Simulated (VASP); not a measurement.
Here is a VASP 6.6.1 calculation.

The input INCAR:

```
SYSTEM = LiTmF4
ALGO = Normal ; EDIFF = 1E-6
ENCUT = 750 ; GGA = PE
GGA_COMPAT = .FALSE. ; ISIF = 2
ISMEAR = 0 ; LASPH = .TRUE.
LCHARG = .FALSE. ; LMAXMIX = 6
LREAL = .FALSE. ; LWAVE = .FALSE.
NBANDS = 29 ; NELM = 200
PREC = Accurate ; SIGMA = 0.1
```

KPOINTS

```
k-points
0
G
  4 4 4
  0 0 0
```

The input POSCAR:

```
LiTmF4
1.0
    0.0000000000      3.4723098761      3.4723098761
    3.4723098761      0.0000000000      3.4723098761
    3.4723098761      3.4723098761      0.0000000000
Li Tm F
1 1 4
Direct
    0.2500000000      0.2500000000      0.2500000000
    0.5000000000      0.5000000000      0.5000000000
    0.1188030110      0.1188030110      0.1188030110
    0.1188030110      0.1188030110      0.6435909671
    0.1188030110      0.6435909671      0.1188030110
    0.6435909671      0.1188030110      0.1188030110
```

Potentials or basis: VASP PAW PBE potentials, release 64 (Li_sv, Tm_3, F), 4f in core.

Command:

```sh
$ cat potpaw_PBE.64/Li_sv/POTCAR potpaw_PBE.64/Tm_3/POTCAR potpaw_PBE.64/F/POTCAR > POTCAR
$ mpirun -np 1 vasp_std > vasp.out
```

Q: Predict the largest force.

A: 0.134 eV/Å.

Q: What does it give for the pressure?

A: -0.3 GPa.

Forces in eV/Å, atoms in the order of the input:
```
Li   0.000  0.000  0.000
Tm   0.000  0.000  0.000
F   -0.078 -0.078 -0.078
F    0.078  0.078 -0.078
F    0.078 -0.078  0.078
F   -0.078  0.078  0.078
```

Caveat: spin-orbit coupling is left out, which moves the levels of the heavy elements; the 4f electrons are frozen in the core, so they carry no moment and show no levels. Spin polarisation is off, so any magnetic state and its effect on volume and gap are missing.
